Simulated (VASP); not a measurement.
# SrTiO3 in VASP: further runs

SrTiO3 is run at these levels: LDA, PBE; tasks: single point.

All numbers are computed with VASP 6.6.1; they aren't measurements. Logs are shortened: lines on timing, memory, paths and dates and some standing lists are left out, and cuts for length are marked.

## (1) The cell of the first run

Symmetry: Pm-3m, No. 221, cubic system. The conventional cell has a = 3.818 Å, b = 3.818 Å, c = 3.818 Å, α = 90.00°, β = 90.00°, γ = 90.00°. Within 3.6 Å of Sr (site symmetry m-3m) lie 12 O at 2.70 Å and 8 Ti at 3.31 Å. Within 2.5 Å of Ti (site symmetry m-3m) lie 6 O at 1.91 Å. O (site symmetry 4/mmm) has 2 Ti at 1.91 Å within 2.5 Å.

## (2) Single point, LDA

Input file INCAR:

```
SYSTEM = SrTiO3
PREC = Accurate
ENCUT = 600
EDIFF = 1E-6
ISMEAR = 0
SIGMA = 0.05
LREAL = .False.
LASPH = .True.
NELM = 120
ALGO = Normal
ISIF = 2
LWAVE = .False.
LCHARG = .False.
GGA = CA
NBANDS = 28
GGA_COMPAT = .False.
```

Input file KPOINTS:

```
Automatic mesh
0
Gamma
  8 8 8
  0 0 0
```

Input file POSCAR:

```
SrTiO3
1.0
    3.8183114612      0.0000000000      0.0000000000
    0.0000000000      3.8183114612      0.0000000000
    0.0000000000      0.0000000000      3.8183114612
Sr Ti O
1 1 3
Direct
    0.0000000000      0.0000000000      0.0000000000
    0.5000000000      0.5000000000      0.5000000000
    0.0000000000      0.5000000000      0.5000000000
    0.5000000000      0.0000000000      0.5000000000
    0.5000000000      0.5000000000      0.0000000000
```

Potentials or basis: VASP PAW LDA potentials, release 64 (Sr_sv, Ti_sv, O).

The run is started by

```bash
$ cat potpaw_LDA.64/Sr_sv/POTCAR potpaw_LDA.64/Ti_sv/POTCAR potpaw_LDA.64/O/POTCAR > POTCAR
$ mpirun -np 1 vasp_std > vasp.out
```

OUTCAR:

```text
SYSTEM = SrTiO3
   PREC = Accurate
   ENCUT = 600
   EDIFF = 1E-6
   ISMEAR = 0
   LREAL = .False.
   LASPH = .True.
   NELM = 120
   ISIF = 2
   GGA = CA

 ion  position               nearest neighbor table
   1  0.000  0.000  0.000-   3 2.70   4 2.70   5 2.70   3 2.70   4 2.70   3 2.70   5 2.70   3 2.70
                             4 2.70   5 2.70   4 2.70   5 2.70   2 3.31   2 3.31   2 3.31   2 3.31
   2  0.500  0.500  0.500-   3 1.91   4 1.91   5 1.91   5 1.91   4 1.91   3 1.91   1 3.31   1 3.31
                             1 3.31   1 3.31   1 3.31   1 3.31   1 3.31   1 3.31
   3  0.000  0.500  0.500-   2 1.91   2 1.91   1 2.70   1 2.70   1 2.70   1 2.70
   4  0.500  0.000  0.500-   2 1.91   2 1.91   1 2.70   1 2.70   1 2.70   1 2.70
   5  0.500  0.500  0.000-   2 1.91   2 1.91   1 2.70   1 2.70   1 2.70   1 2.70

  LATTYP: Found a simple cubic cell.
 ALAT       =     3.8183114612

  Lattice vectors:

 A1 = (   3.8183114612,   0.0000000000,   0.0000000000)
 A2 = (   0.0000000000,   3.8183114612,   0.0000000000)
 A3 = (   0.0000000000,   0.0000000000,   3.8183114612)

Analysis of symmetry for initial positions (statically):
=====================================================================
 Subroutine PRICEL returns:
 Original cell was already a primitive cell.

 Routine SETGRP: Setting up the symmetry group for a
 simple cubic supercell.

 Subroutine GETGRP returns: Found 48 space group operations
 (whereof 48 operations were pure point group operations)
 out of a pool of 48 trial point group operations.

The static configuration has the point symmetry O_h .

Analysis of symmetry for dynamics (positions and initial velocities):
=====================================================================
 Subroutine PRICEL returns:
 Original cell was already a primitive cell.

 Routine SETGRP: Setting up the symmetry group for a
 simple cubic supercell.

 Subroutine GETGRP returns: Found 48 space group operations
 (whereof 48 operations were pure point group operations)
 out of a pool of 48 trial point group operations.

The dynamic configuration has the point symmetry O_h .

 Subroutine INISYM returns: Found 48 space group operations
 (whereof 48 operations are pure point group operations),
 and found     1 'primitive' translations

----------------------------------------------------------------------------------------

                                     Primitive cell

  volume of cell :      55.6691

  direct lattice vectors                    reciprocal lattice vectors
     3.818311461  0.000000000  0.000000000     0.261895869  0.000000000  0.000000000
     0.000000000  3.818311461  0.000000000     0.000000000  0.261895869  0.000000000
     0.000000000  0.000000000  3.818311461     0.000000000  0.000000000  0.261895869

  length of vectors
     3.818311461  3.818311461  3.818311461     0.261895869  0.261895869  0.261895869

  position of ions in fractional coordinates (direct lattice)
     0.000000000  0.000000000  0.000000000
     0.500000000  0.500000000  0.500000000
     0.000000000  0.500000000  0.500000000
     0.500000000  0.000000000  0.500000000
     0.500000000  0.500000000  0.000000000

  ion indices of the primitive-cell ions
   primitive index   ion index
                 1           1
                 2           2
                 3           3
                 4           4
                 5           5

----------------------------------------------------------------------------------------

 KPOINTS: Automatic mesh

Automatic generation of k-mesh.
 Grid dimensions read from file:
 generate k-points for:    8    8    8

 Generating k-lattice:

  Cartesian coordinates                     Fractional coordinates (reciprocal lattice)
     0.032736984  0.000000000  0.000000000     0.125000000  0.000000000  0.000000000
     0.000000000  0.032736984  0.000000000     0.000000000  0.125000000  0.000000000
     0.000000000  0.000000000  0.032736984     0.000000000  0.000000000  0.125000000

  Length of vectors
     0.032736984  0.032736984  0.032736984

  Shift w.r.t. Gamma in fractional coordinates (k-lattice)
     0.000000000  0.000000000  0.000000000

 Subroutine IBZKPT returns following result:
 ===========================================

 Found     35 irreducible k-points:

 Following reciprocal coordinates:
            Coordinates               Weight
  0.000000  0.000000  0.000000      1.000000
  0.125000  0.000000  0.000000      6.000000
  0.250000  0.000000  0.000000      6.000000
  0.375000  0.000000  0.000000      6.000000
  0.500000  0.000000  0.000000      3.000000
  0.125000  0.125000  0.000000     12.000000
[... 16 lines left out ...]
  0.375000  0.375000  0.125000     24.000000
  0.500000  0.375000  0.125000     24.000000
 [... further k-points ...]
   k-points           NKPTS =     35   k-points in BZ     NKDIM =     35   number of bands    NBANDS=     28
   number of dos      NEDOS =    301   number of ions     NIONS =      5
   total plane-waves  NPLWV =  32768
   dimension x,y,z NGX =    32 NGY =   32 NGZ =   32
   dimension x,y,z NGXF=    64 NGYF=   64 NGZF=   64
   ions per type =               1   1   3
   NGX,Y,Z   is equivalent  to a cutoff of  13.93, 13.93, 13.93 a.u.
   NGXF,Y,Z  is equivalent  to a cutoff of  27.87, 27.87, 27.87 a.u.
 SYSTEM =  SrTiO3
   PREC   = accura    normal or accurate (medium, high low for compatibility)
   ISTART =      0    job   : 0-new  1-cont  2-samecut
   ICHARG =      2    charge: 1-file 2-atom 10-const
   ISPIN  =      1    spin polarized calculation?
   LNONCOLLINEAR =      F non collinear calculations
   LSORBIT =      F    spin-orbit coupling
   LASPH  =      T    aspherical Exc in radial PAW
   ENCUT  =  600.0 eV  44.10 Ry    6.64 a.u.   7.63  7.63  7.63*2*pi/ulx,y,z
   NELM   =    120;   NELMIN=  2; NELMDL= -5     # of ELM steps
   EDIFF  = 0.1E-05   stopping-criterion for ELM
   LREAL  =      F    real-space projection
   EDIFFG = 0.1E-04   stopping-criterion for IOM
   NSW    =      0    number of steps for IOM
   IBRION =     -1    ionic relax: 0-MD 1-quasi-New 2-CG
   NFREE  =      0    steps in history (QN), initial steepest desc. (CG)
   ISIF   =      2    stress and relaxation
   ISYM   =      2    0-nonsym 1-usesym 2-fastsym
   POTIM  = 0.5000    time-step for ionic-motion
   TEBEG  =    0.0;   TEEND  =   0.0 temperature during run
   PSTRESS=    0.0 pullay stress
   NELECT =      40.0000    total number of electrons
   NUPDOWN=      -1.0000    fix difference up-down
   EMIN   =  10.00;   EMAX   =-10.00  energy-range for DOS
   EFERMI =   0.00;   METHOD = LEGACY
   ISMEAR =     0;   SIGMA  =   0.05  broadening in eV -4-tet -1-fermi 0-gaus
   EFERMI_NEDOS =   21; number of points for ismear=-14 and -15
   IALGO  =     38    algorithm
   IMIX   =      4    mixing-type and parameters
     AMIX     =   0.40;   BMIX     =  1.00
     AMIX_MAG =   1.60;   BMIX_MAG =  1.00
  volume/ion in A,a.u.               =      11.13        75.13
  Fermi-wavevector in a.u.,A,eV,Ry     =   1.466302  2.770909 29.253098  2.150042
  Thomas-Fermi vector in A             =   2.582056
   LORBIT       =      0    0 simple, 1 ext, 2 COOP (PROOUT), +10 PAW based schemes
   GGA     = CA    functional components
   LHFCALC =     F    Hartree Fock is set to
   AEXX    =    0.0000 exact exchange contribution
   IVDW    =     0    specifies the selected vdW correction
   LEPSILON=     F    determine dielectric tensor
   LRPA    =     F    only Hartree local field effects (RPA)
 non-spin polarized calculation
 Gauss-broadening in eV      SIGMA  =   0.05
  energy-cutoff  :      600.00
  volume of cell :       55.67
 maximum number of plane-waves:      1877
 NGX is ok and might be reduce to    32
   NGX = 15   NGY = 15   NGZ = 15

 number of electron      40.0000017 magnetization

 Free energy of the ion-electron system (eV)
  ---------------------------------------------------
  ext. energy  EPLUGINS =         0.00000000
  ---------------------------------------------------
  free energy    TOTEN  =       -44.14111092 eV

  energy without entropy =      -44.14111092  energy(sigma->0) =      -44.14111092

 E-fermi :   4.7560     XC(G=0): -12.1487

 val. band max:        4.4546332151   @ k =   0.5000   0.5000   0.5000
 cond. band min:       6.3162122158   @ k =   0.0000   0.0000   0.0000
 fundamental gap:      1.8615790007
 Fermi energy:         4.7560352074

 k-point     1 :       0.0000    0.0000    0.0000
  band No.  band energies     occupation
      1     -50.9974      2.00000
      2     -27.8488      2.00000
      3     -27.7007      2.00000
      4     -27.7007      2.00000
      5     -27.7007      2.00000
      6     -12.9229      2.00000
[... 20 lines left out ...]
     27       9.7795      0.00000
     28      11.0709      0.00000

 k-point     2 :       0.1250    0.0000    0.0000
  band No.  band energies     occupation
      1     -50.9970      2.00000
      2     -27.8683      2.00000
      3     -27.7000      2.00000
      4     -27.7000      2.00000
      5     -27.6907      2.00000
      6     -12.9393      2.00000
[... 20 lines left out ...]
     27      10.1010      0.00000
     28      11.4565      0.00000

 k-point     3 :       0.2500    0.0000    0.0000
  band No.  band energies     occupation
      1     -50.9962      2.00000
      2     -27.9109      2.00000
      3     -27.6984      2.00000
      4     -27.6984      2.00000
      5     -27.6706      2.00000
      6     -13.0437      2.00000
[... 20 lines left out ...]
     27      10.9106      0.00000
     28      12.4913      0.00000

 k-point     4 :       0.3750    0.0000    0.0000
  band No.  band energies     occupation
      1     -50.9953      2.00000
      2     -27.9503      2.00000
      3     -27.6968      2.00000
      4     -27.6968      2.00000
      5     -27.6534      2.00000
      6     -13.1915      2.00000
[... 578 lines left out ...]
     27      12.8144      0.00000
     28      13.1871      0.00000

 k-point    23 :       0.3750    0.3750    0.1250
  band No.  band energies     occupation
      1     -50.9929      2.00000
      2     -27.8606      2.00000
      3     -27.7832      2.00000
      4     -27.7163      2.00000
      5     -27.7034      2.00000
      6     -12.4992      2.00000
[... 20 lines left out ...]
     27      13.0472      0.00000
     28      13.3796      0.00000

 k-point    24 :       0.5000    0.3750    0.1250
  band No.  band energies     occupation
      1     -50.9926      2.00000
      2     -27.8484      2.00000
      3     -27.7826      2.00000
      4     -27.7345      2.00000
      5     -27.7074      2.00000
      6     -12.3994      2.00000
[... 20 lines left out ...]
     27      13.3378      0.00000
     28      13.5092      0.00000

 [... further k-points ...]
[... 5 lines left out ...]
  --------------------------------------------------------------------------------------
  -------------------------------------------------------------------------------------
  Total        2.4335719      2.4335719      2.4335719     -0.0000000     -0.0000000      0.0000000
  in kB       70.0391258     70.0391258     70.0391258     -0.0000000     -0.0000000      0.0000000
  external PRESSURE =      70.0391258 kB  Pullay stress =       0.0000000 kB

 VOLUME and BASIS-vectors are now :
 -----------------------------------------------------------------------------
  energy-cutoff  :      600.00
  volume of cell :       55.67
      direct lattice vectors                 reciprocal lattice vectors
     3.818311461  0.000000000  0.000000000     0.261895869  0.000000000  0.000000000
     0.000000000  3.818311461  0.000000000     0.000000000  0.261895869  0.000000000
     0.000000000  0.000000000  3.818311461     0.000000000  0.000000000  0.261895869

 POSITION                                       TOTAL-FORCE (eV/Angst)
 -----------------------------------------------------------------------------------
      0.00000      0.00000      0.00000         0.000000      0.000000      0.000000
      1.90916      1.90916      1.90916         0.000000      0.000000      0.000000
      0.00000      1.90916      1.90916         0.000000      0.000000      0.000000
      1.90916      0.00000      1.90916         0.000000      0.000000      0.000000
      1.90916      1.90916      0.00000         0.000000      0.000000      0.000000
 -----------------------------------------------------------------------------------
    total drift:                                0.000000     -0.000000     -0.000000

  FREE ENERGIE OF THE ION-ELECTRON SYSTEM (eV)
  ---------------------------------------------------
  free  energy   TOTEN  =       -44.1411109222 eV

  energy  without entropy=      -44.1411109222  energy(sigma->0) =      -44.14111092
```

It took 98 s on 1 thread of Oxide Virtual Turin-like, shared host; peak memory 0.17 GiB.

Results:

```
Free energy            : -44.1411 eV
Pressure               : 7.0 GPa
Band gap on the k mesh : 1.86 eV (least direct gap 2.17 eV)
```

Levels at points of the mesh, in eV from the valence-band top:
```
           k point  band 16  band 17  band 18  band 19  band 20  band 21  band 22  band 23  band 24  band 25
(0.00, 0.00, 0.00)    -1.31    -1.31    -0.31    -0.31    -0.31     1.86     1.86     1.86     4.78     4.78
(0.50, 0.00, 0.00)    -2.57    -2.57    -2.27    -0.72    -0.72     2.08     4.10     4.10     4.87     7.27
(0.50, 0.50, 0.00)    -3.19    -1.67    -1.65    -1.65    -0.11     4.11     4.11     4.57     5.94     8.15
(0.50, 0.50, 0.50)    -3.97    -3.97     0.00     0.00     0.00     4.87     4.87     4.87     7.12     7.12
```

Caveat: the cell stands under pressure. A k mesh can miss the band edges.

## (3) Single point, PBE

This run uses another cell than the first one, of 11.84 Å³/atom.

Input file INCAR:

```
SYSTEM = SrTiO3
  PREC = Accurate
  ENCUT = 600
  EDIFF = 1E-6
  ISMEAR = 0
  SIGMA = 0.05
  LREAL = .False.
  LASPH = .True.
  NELM = 120
  ALGO = Normal
  ISIF = 2
  LWAVE = .False.
  LCHARG = .True.
  GGA = PE
  LELF = .True.
  LVHAR = .True.
  NBANDS = 28
  GGA_COMPAT = .False.
```

KPOINTS is that of step 2.

POSCAR, as its differences from that of step 2:

```diff
@@ -2,5 +2,5 @@
 1.0
-    3.8183114612      0.0000000000      0.0000000000
-    0.0000000000      3.8183114612      0.0000000000
-    0.0000000000      0.0000000000      3.8183114612
+    3.8773575147      0.0000000000      0.0000000000
+    0.0000000000      3.8773575147      0.0000000000
+    0.0000000000      0.0000000000      3.9364035682
 Sr Ti O
```

Potentials or basis: VASP PAW PBE potentials, release 64 (Sr_sv, Ti_sv, O).

The run is started by

```bash
$ cat potpaw_PBE.64/Sr_sv/POTCAR potpaw_PBE.64/Ti_sv/POTCAR potpaw_PBE.64/O/POTCAR > POTCAR
$ mpirun -np 1 vasp_std > vasp.out
```

Wall time 3.9 min (1 thread of Oxide Virtual Turin-like, shared host); peak memory 0.25 GiB.

The run converged. Its results:

- Free energy: -40.0631 eV
- Pressure: 6.1 GPa
- Band gap on the k mesh: 1.84 eV (least direct gap 2.21 eV)

Stress tensor (GPa, compression positive):
```
7.29 0.00 0.00
0.00 7.29 0.00
0.00 0.00 3.58
```

Levels at points of the mesh, in eV from the valence-band top:
| k point | band 16 | band 17 | band 18 | band 19 | band 20 | band 21 | band 22 | band 23 | band 24 | band 25 |
| --- | --- | --- | --- | --- | --- | --- | --- | --- | --- | --- |
| (0.00, 0.00, 0.00) | -1.18 | -1.18 | -0.39 | -0.37 | -0.37 | 1.84 | 1.84 | 1.86 | 4.26 | 4.39 |
| (0.50, 0.00, 0.00) | -2.46 | -2.43 | -2.03 | -0.77 | -0.76 | 2.02 | 3.84 | 3.84 | 4.31 | 6.60 |
| (0.50, 0.50, 0.00) | -2.97 | -1.75 | -1.54 | -1.54 | -0.09 | 3.84 | 3.84 | 4.31 | 5.21 | 7.94 |
| (0.00, 0.00, 0.50) | -2.29 | -2.29 | -2.02 | -0.74 | -0.74 | 2.02 | 3.70 | 3.70 | 4.41 | 6.50 |
| (0.50, 0.00, 0.50) | -2.82 | -1.74 | -1.63 | -1.63 | -0.14 | 3.70 | 3.85 | 4.23 | 5.37 | 7.87 |
| (0.50, 0.50, 0.50) | -3.74 | -3.74 | -0.04 | -0.04 | 0.00 | 4.45 | 4.45 | 4.53 | 6.92 | 6.92 |

Caveat: the cell stands under pressure. A k mesh can miss the band edges.
